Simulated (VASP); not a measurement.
# LiF (P6_3mc) in VASP: further runs, part 2 of 2

VASP 6.6.1.

### Step 4. Single point, LDA (8.08 Å³/atom)

INCAR

```
  ALGO = Normal
  EDIFF = 1E-6
  ENCUT = 520
  ISIF = 2
  ISMEAR = 0
  LASPH = T
  LCHARG = T
  LELF = T
  LREAL = F
  LVHAR = T
  LWAVE = F
  NBANDS = 18
  NELM = 100
  PREC = Accurate
  SIGMA = 0.05
```

KPOINTS

```
k-points
0
Gamma
  9 9 6
```

POSCAR

```
LiF
1.0
    2.9894595316      0.0000000000      0.0000000000
   -1.4947297658      2.5889478980      0.0000000000
    0.0000000000      0.0000000000      4.1738833981
Li F
2 2
Direct
    0.3333333333      0.6666666667      0.3839784076
    0.6666666667      0.3333333333      0.8839784076
    0.3333333333      0.6666666667      0.9910195924
    0.6666666667      0.3333333333      0.4910195924
```

Potentials or basis: VASP PAW LDA potentials, release 64 (Li_sv, F).

Launch:

```sh
> cat potpaw_LDA.64/Li_sv/POTCAR potpaw_LDA.64/F/POTCAR > POTCAR
> mpirun -np 1 vasp_std > vasp.out
```

OUTCAR:

```text
EDIFF = 1E-6
   ENCUT = 520
   ISIF = 2
   ISMEAR = 0
   LASPH = T
   LREAL = F
   NELM = 100
   PREC = Accurate

 ion  position               nearest neighbor table
   1  0.333  0.667  0.384-   3 1.64   4 1.78   4 1.78   4 1.78
   2  0.667  0.333  0.884-   4 1.64   3 1.78   3 1.78   3 1.78
   3  0.333  0.667  0.991-   1 1.64   2 1.78   2 1.78   2 1.78
   4  0.667  0.333  0.491-   2 1.64   1 1.78   1 1.78   1 1.78

  LATTYP: Found a hexagonal cell.
 ALAT       =     2.9894595316
 C/A-ratio  =     1.3962000000

  Lattice vectors:

 A1 = (   2.9894595316,   0.0000000000,   0.0000000000)
 A2 = (  -1.4947297658,   2.5889478980,   0.0000000000)
 A3 = (   0.0000000000,   0.0000000000,   4.1738833981)

Analysis of symmetry for initial positions (statically):
=====================================================================
 Subroutine PRICEL returns:
 Original cell was already a primitive cell.

 Routine SETGRP: Setting up the symmetry group for a
 hexagonal supercell.

 Subroutine GETGRP returns: Found 12 space group operations
 (whereof  6 operations were pure point group operations)
 out of a pool of 24 trial point group operations.

The static configuration has the point symmetry C_3v.
 The point group associated with its full space group is C_6v.

Analysis of symmetry for dynamics (positions and initial velocities):
=====================================================================
 Subroutine PRICEL returns:
 Original cell was already a primitive cell.

 Routine SETGRP: Setting up the symmetry group for a
 hexagonal supercell.

 Subroutine GETGRP returns: Found 12 space group operations
 (whereof  6 operations were pure point group operations)
 out of a pool of 24 trial point group operations.

[... 115 lines left out ...]
   PSTRESS=    0.0 pullay stress
   NELECT =      20.0000    total number of electrons
   NUPDOWN=      -1.0000    fix difference up-down
   EMIN   =  10.00;   EMAX   =-10.00  energy-range for DOS
   EFERMI =   0.00;   METHOD = LEGACY
   ISMEAR =     0;   SIGMA  =   0.05  broadening in eV -4-tet -1-fermi 0-gaus
   EFERMI_NEDOS =   21; number of points for ismear=-14 and -15
   IALGO  =     38    algorithm
   IMIX   =      4    mixing-type and parameters
     AMIX     =   0.40;   BMIX     =  1.00
     AMIX_MAG =   1.60;   BMIX_MAG =  1.00
  volume/ion in A,a.u.               =       8.08        54.50
  Fermi-wavevector in a.u.,A,eV,Ry     =   1.395295  2.636725 26.488480  1.946848
  Thomas-Fermi vector in A             =   2.518761
   LORBIT       =      0    0 simple, 1 ext, 2 COOP (PROOUT), +10 PAW based schemes
   GGA     = CA    functional components
   LHFCALC =     F    Hartree Fock is set to
   AEXX    =    0.0000 exact exchange contribution
   IVDW    =     0    specifies the selected vdW correction
   LEPSILON=     F    determine dielectric tensor
   LRPA    =     F    only Hartree local field effects (RPA)
 non-spin polarized calculation
 Gauss-broadening in eV      SIGMA  =   0.05
  energy-cutoff  :      520.00
  volume of cell :       32.30
 maximum number of plane-waves:       915
 NGX is ok and might be reduce to    24
   NGX = 11   NGY = 11   NGZ = 15

 number of electron      20.0000021 magnetization

 Free energy of the ion-electron system (eV)
  ---------------------------------------------------
  ext. energy  EPLUGINS =         0.00000000
  ---------------------------------------------------
  free energy    TOTEN  =       -20.54253428 eV

  energy without entropy =      -20.54253428  energy(sigma->0) =      -20.54253428

 E-fermi :  -1.2108     XC(G=0): -10.5204

 val. band max:       -1.4982294181   @ k =   0.0000   0.0000   0.0000
 cond. band min:       6.9923267406   @ k =   0.0000   0.0000   0.0000
 fundamental gap:      8.4905561587
 Fermi energy:        -1.2108274266

 k-point     1 :       0.0000    0.0000    0.0000
  band No.  band energies     occupation
      1     -40.5856      2.00000
      2     -40.4275      2.00000
      3     -21.0423      2.00000
      4     -20.5841      2.00000
      5      -4.5963      2.00000
      6      -2.5488      2.00000
[... 481 lines left out ...]
      5      -4.5116      2.00000
      6      -3.3670      2.00000
[... 10 lines left out ...]
     17      18.6996      0.00000
     18      21.6703      0.00000

 [... further k-points ...]
[... 5 lines left out ...]
  --------------------------------------------------------------------------------------
  -------------------------------------------------------------------------------------
  Total        1.3876431      1.3876431      4.9289682      0.0000000      0.0000000      0.0000000
  in kB       68.8227553     68.8227553    244.4614035      0.0000000      0.0000000      0.0000000
  external PRESSURE =     127.3689714 kB  Pullay stress =       0.0000000 kB

 VOLUME and BASIS-vectors are now :
 -----------------------------------------------------------------------------
  energy-cutoff  :      520.00
  volume of cell :       32.30
      direct lattice vectors                 reciprocal lattice vectors
     2.989459532  0.000000000  0.000000000     0.334508626  0.193128645  0.000000000
    -1.494729766  2.588947898  0.000000000     0.000000000  0.386257290  0.000000000
     0.000000000  0.000000000  4.173883398     0.000000000  0.000000000  0.239585035

 POSITION                                       TOTAL-FORCE (eV/Angst)
 -----------------------------------------------------------------------------------
     -0.00000      1.72597      1.60268         0.000000     -0.000000      1.038656
      1.49473      0.86298      3.68962         0.000000      0.000000      1.038656
     -0.00000      1.72597      4.13640        -0.000000      0.000000     -1.038656
      1.49473      0.86298      2.04946         0.000000     -0.000000     -1.038656
 -----------------------------------------------------------------------------------
    total drift:                               -0.000000     -0.000000     -0.001427

  FREE ENERGIE OF THE ION-ELECTRON SYSTEM (eV)
  ---------------------------------------------------
  free  energy   TOTEN  =       -20.5425342803 eV

  energy  without entropy=      -20.5425342803  energy(sigma->0) =      -20.54253428
```

stdout:

```text
POSCAR found type information on POSCAR LiF
 POSCAR found :  2 types and       4 ions
 scaLAPACK will be used
 LDA part: xc-table for (Slater(with rela. corr.)+CA(PZ))
 , standard interpolation
 POSCAR, INCAR and KPOINTS ok, starting setup
 FFT: planning ... GRIDC
 FFT: planning ... GRID_SOFT
 FFT: planning ... GRID
 WAVECAR not read
 entering main loop
```

Wall time 14 s (1 thread of Intel Xeon Platinum 8259CL at 2.50GHz (Skylake/Cascade Lake), shared host); peak memory 0.14 GiB.

What came out:

```yaml
Free_energy: -20.5425 eV
Largest_force: 1.039 eV/Å
Band_gap_on_the_k_mesh: 8.49 eV
```

Forces in eV/Å, atoms in the order of the input:
```
Li   0.000  0.000  1.039
Li   0.000  0.000  1.039
F    0.000  0.000 -1.039
F    0.000  0.000 -1.039
```

Levels at points of the mesh, in eV from the valence-band top:
```csv
k point,band 8,band 9,band 10,band 11,band 12,band 13
"(0.00, 0.00, 0.00)",-0.37,-0.37,0.00,8.49,13.78,17.54
"(0.00, 0.00, 0.50)",-0.71,-0.71,-0.71,10.48,10.48,18.80
```

Caveat: the cutoff is under 1.25 times the usual one of these potentials, so pressure, stress and relaxed cells hold a basis-set (Pulay) error; forces of over 1 eV/Å act on the atoms, so gaps and moduli don't describe the material at rest. A k mesh can miss the band edges.

### Step 5. Single point, LDA (8.37 Å³/atom)

This run uses another cell than the first one, of 8.37 Å³/atom.

INCAR

```
  PREC = Accurate
  ENCUT = 520
  EDIFF = 1E-6
  ISMEAR = 0
  SIGMA = 0.05
  LREAL = F
  LASPH = T
  NELM = 80
  ALGO = Normal
  ISIF = 2
  LWAVE = F
  LCHARG = F
  NBANDS = 18
```

KPOINTS

```
Automatic mesh
0
Gamma
  9 9 6
```

POSCAR

```
LiF
1.0
    2.8600305130      0.0000000000      0.0000000000
   -1.4300152565      2.4768590799      0.0000000000
    0.0000000000      0.0000000000      4.7273444350
Li F
2 2
Direct
    0.3333333333      0.6666666667      0.3839784076
    0.6666666667      0.3333333333      0.8839784076
    0.3333333333      0.6666666667      0.9910195924
    0.6666666667      0.3333333333      0.4910195924
```

Launch:

```sh
> cat potpaw_LDA.64/Li_sv/POTCAR potpaw_LDA.64/F/POTCAR > POTCAR
> mpirun -np 1 vasp_std > vasp.out
```

It took 16 s on 1 thread of Intel Xeon Platinum 8259CL at 2.50GHz (Skylake/Cascade Lake), shared host; peak memory 0.14 GiB.

Results (log left out):

- Free energy: -20.6605 eV
- Largest force: 0.404 eV/Å
- Band gap on the k mesh: 8.50 eV

Forces on the atoms (eV/Å):
```
Li   0.000  0.000 -0.404
Li   0.000  0.000 -0.404
F    0.000  0.000  0.404
F    0.000  0.000  0.404
```

Levels at points of the mesh, in eV from the valence-band top:
| k point | band 8 | band 9 | band 10 | band 11 | band 12 | band 13 |
| --- | --- | --- | --- | --- | --- | --- |
| (0.00, 0.00, 0.00) | -0.13 | -0.13 | 0.00 | 8.50 | 12.62 | 16.56 |
| (0.00, 0.00, 0.50) | -0.29 | -0.29 | -0.29 | 10.25 | 10.25 | 18.34 |

Caveat: the cutoff is under 1.25 times the usual one of these potentials, so pressure, stress and relaxed cells hold a basis-set (Pulay) error.

### Step 6. Single point, LDA (8.37 Å³/atom)

This run uses another cell than the first one, of 8.37 Å³/atom.

INCAR

```
  ALGO = Normal
  EDIFF = 1E-6
  ENCUT = 520
  ISIF = 2
  ISMEAR = 0
  LASPH = T
  LCHARG = F
  LREAL = F
  LWAVE = F
  NBANDS = 18
  NELM = 100
  PREC = Accurate
  SIGMA = 0.05
```

KPOINTS

```
k-points
0
Gamma
  9 9 6
```

POSCAR

```
LiF
1.0
    3.0013074082      0.0000000000      0.0000000000
   -1.5006537041      2.5992084601      0.0000000000
    0.0000000000      0.0000000000      4.2927699860
Li F
2 2
Direct
    0.3333333333      0.6666666667      0.3839784076
    0.6666666667      0.3333333333      0.8839784076
    0.3333333333      0.6666666667      0.9910195924
    0.6666666667      0.3333333333      0.4910195924
```

Potentials or basis: VASP PAW LDA potentials, release 64 (Li_sv, F).

Launch:

```sh
> cat potpaw_LDA.64/Li_sv/POTCAR potpaw_LDA.64/F/POTCAR > POTCAR
> mpirun -np 1 vasp_std > vasp.out
```

It took 14 s on 1 thread of Intel Xeon Platinum 8259CL at 2.50GHz (Skylake/Cascade Lake), shared host; peak memory 0.14 GiB.

Results (log left out):

```
Free energy            : -20.6704 eV
Largest force          : 0.652 eV/Å
Band gap on the k mesh : 8.31 eV
```

Forces on the atoms (eV/Å):
```
Li   0.000  0.000  0.652
Li   0.000  0.000  0.652
F    0.000  0.000 -0.652
F    0.000  0.000 -0.652
```

Levels at points of the mesh, in eV from the valence-band top:
```
           k point  band 8  band 9  band 10  band 11  band 12  band 13
(0.00, 0.00, 0.00)   -0.34   -0.34     0.00     8.31    13.35    17.04
(0.00, 0.00, 0.50)   -0.64   -0.64    -0.64    10.24    10.24    18.76
```

Caveat: the cutoff is under 1.25 times the usual one of these potentials, so pressure, stress and relaxed cells hold a basis-set (Pulay) error.

### Step 7. Overview

```csv
cell,gap on the mesh (eV),largest force (eV/Å)
"a = 2.803, b = 2.803, c = 4.747 Å, angles 90.0, 90.0, 120.0°, 4 atoms",8.76,0.60
"a = 2.942, b = 2.942, c = 4.310 Å, angles 90.0, 90.0, 120.0°, 4 atoms",8.56,0.49
"a = 2.989, b = 2.989, c = 4.174 Å, angles 90.0, 90.0, 120.0°, 4 atoms",8.49,1.04
"a = 2.860, b = 2.860, c = 4.727 Å, angles 90.0, 90.0, 120.0°, 4 atoms",8.50,0.40
"a = 3.001, b = 3.001, c = 4.293 Å, angles 90.0, 90.0, 120.0°, 4 atoms",8.31,0.65
```

Alike in all rows: task single point; level LDA; potentials or basis VASP PAW LDA potentials, release 64 (Li_sv, F); no spin polarisation; k mesh 9 × 9 × 6; cutoff (eV) 520; smearing gaussian 0.05 eV.

Caveats: the cutoff is under 1.25 times the usual one of these potentials, so pressure, stress and relaxed cells hold a basis-set (Pulay) error; forces of over 1 eV/Å act on the atoms, so gaps and moduli don't describe the material at rest (at least some runs).

Absolute energies hang on the potentials; compare differences alone.
